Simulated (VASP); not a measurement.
Here is a VASP 6.6.1 calculation.

Contents of INCAR:

```
SYSTEM = MnS
  PREC = Accurate
  ENCUT = 520
  EDIFF = 1E-7
  ISMEAR = -1
  SIGMA = 0.05
  LREAL = .False.
  LASPH = .True.
  NELM = 150
  ALGO = Normal
  ISIF = 2
  LWAVE = .False.
  LCHARG = .False.
  ISPIN = 2
  MAGMOM = 4 4 0 0
  LORBIT = 11
  NUPDOWN = 8.0
  LMAXMIX = 4
  GGA = PS
  NBANDS = 31
```

KPOINTS

```
regular mesh
0
Gamma
  7 7 4
  0 0 0
```

Contents of POSCAR:

```
MnS
1.0
    3.9535769233      0.0000000000      0.0000000000
   -1.9767884617      3.4238980514      0.0000000000
    0.0000000000      0.0000000000      6.3425288600
Mn S
2 2
Direct
    0.6666666667      0.3333333333      0.4988446700
    0.3333333333      0.6666666667      0.9988446700
    0.3333333333      0.6666666667      0.6261543000
    0.6666666667      0.3333333333      0.1261543000
```

Potentials or basis: VASP PAW PBE potentials, release 64 (Mn_pv, S).

Command:

```sh
$ cat potpaw_PBE.64/Mn_pv/POTCAR potpaw_PBE.64/S/POTCAR > POTCAR
$ mpirun -np 1 vasp_std > vasp.out
```

What does it give for the largest force?

0.107 eV/Å.

Predict the pressure.

-7.9 GPa.

Forces in eV/Å, atoms in the order of the input:
```
Mn   0.000  0.000  0.107
Mn   0.000  0.000  0.107
S    0.000  0.000 -0.107
S    0.000  0.000 -0.107
```

Caveat: the cell stands under tension; the PAW data sets were made with another functional, which shifts forces and pressure a little; the total moment is fixed, so each spin has its own Fermi level and the state may be an excited one; the run started ferromagnetic, and an antiferromagnetic order may lie lower in energy.
